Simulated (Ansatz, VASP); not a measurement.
Two plane-wave programs on KF

The input INCAR:

```
SYSTEM = KF
PREC     = Accurate       ! precision mode
ENCUT    = 520            ! plane-wave cutoff, eV
EDIFF    = 1E-6           ! SCF threshold, eV
ISMEAR   = 0              ! smearing method
SIGMA    = 0.01           ! smearing width, eV
LREAL    = .FALSE.        ! projectors in reciprocal space
LASPH    = .TRUE.         ! aspherical terms in the spheres
NELM     = 100            ! most SCF steps
ALGO     = Normal         ! electronic algorithm
ISIF     = 2              ! what is computed and relaxed
LWAVE    = .FALSE.        ! write WAVECAR
LCHARG   = .TRUE.         ! write CHGCAR
GGA      = PS             ! functional
LELF     = .TRUE.         ! ELF
LVHAR    = .TRUE.       
NBANDS   = 15             ! bands
```

The input KPOINTS:

```
Automatic mesh
0
G
  6 6 6
  0 0 0
```

Contents of POSCAR:

```
KF
1.0
    0.0000000000      2.6589566634      2.6589566634
    2.6589566634      0.0000000000      2.6589566634
    2.6589566634      2.6589566634      0.0000000000
K F
1 1
Direct
    0.0000000000      0.0000000000      0.0000000000
    0.5000000000      0.5000000000      0.5000000000
```

Input for Ansatz:

```yaml
crystal:
  lattice:
    - [0.0, 2.6589566634, 2.6589566634]
    - [2.6589566634, 0.0, 2.6589566634]
    - [2.6589566634, 2.6589566634, 0.0]
  atoms:
    - { symbol: K, position: [0.0, 0.0, 0.0] }
    - { symbol: F, position: [0.5, 0.5, 0.5] }
kpoints:
  mp_grid: { grid: [6, 6, 6] }
hamiltonian:
  xc: pbesol
scf:
  occupations: { method: fixed }
  n_extra_bands: 4
output:
  forces: true
  stress: true
  eigenvalues: true
  write_density: true
  write_potential: true
  elf: true
  volumetric_format: npy
```

Alike in both runs: task single point; functional PBEsol; k mesh 6 × 6 × 6; no spin polarisation.

|  | VASP | Ansatz |
| --- | --- | --- |
| version | VASP 6.6.1 | Ansatz 0.2.0 |
| potentials or method | VASP PAW PBE potentials, release 64 (K_sv, F) | plane waves, PAW |
| plane-wave cutoff (eV) | 520 | 420 |
| occupations | gaussian, width 0.01 eV | fixed |
| valence electrons in the cell | 16 | 16 |

```csv
,VASP,Ansatz,Ansatz less VASP
gap on the k mesh at the Fermi level (eV),6.10,6.12,+0.017
pressure (GPa),-0.2,-0.2,-0.05
```

VASP's potentials were made for PBE, not for PBEsol.
